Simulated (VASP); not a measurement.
Runs of VASP 6.6.1 on Cd3HgTe4. The structure is that of space group I-42m (No. 121), or close to it. The cells are those of the table. 

```tsv
task	cell	k mesh	cutoff (eV)	smearing	gap on the mesh (eV)	pressure (GPa)	largest force (eV/Å)
single point	a = 7.582 Å, angles 131.8, 131.8, 70.5°, 8 atoms	4 × 4 × 4	520	gaussian 0.1 eV	(b)	(a)	0.16
single point	a = 8.120 Å, angles 131.8, 131.8, 70.5°, 8 atoms	8 × 8 × 8	520	gaussian 0.01 eV	0.20	0.0	-
relaxation of cell and atoms	relaxed from a = 7.582 Å, angles 131.8, 131.8, 70.5°, 8 atoms	4 × 4 × 4	600	gaussian 0.1 eV	0.20	0.1	0.02
single point	a = 8.109 Å, angles 131.8, 131.8, 70.5°, 8 atoms	4 × 4 × 4	520	gaussian 0.1 eV	0.21	0.2	-
```

Alike in all rows: level PBE; potentials or basis VASP PAW PBE potentials, release 64 (Cd, Hg, Te); no spin polarisation.

Q: Estimate the missing entries.

A: (a) 11.9; (b) 0.79.

Caveats: spin-orbit coupling is left out, which moves the levels of the heavy elements; the cell stands under pressure (at least some runs).

A k mesh can miss the band edges, and the runs leave out spin-orbit coupling on Cd, Hg, Te.
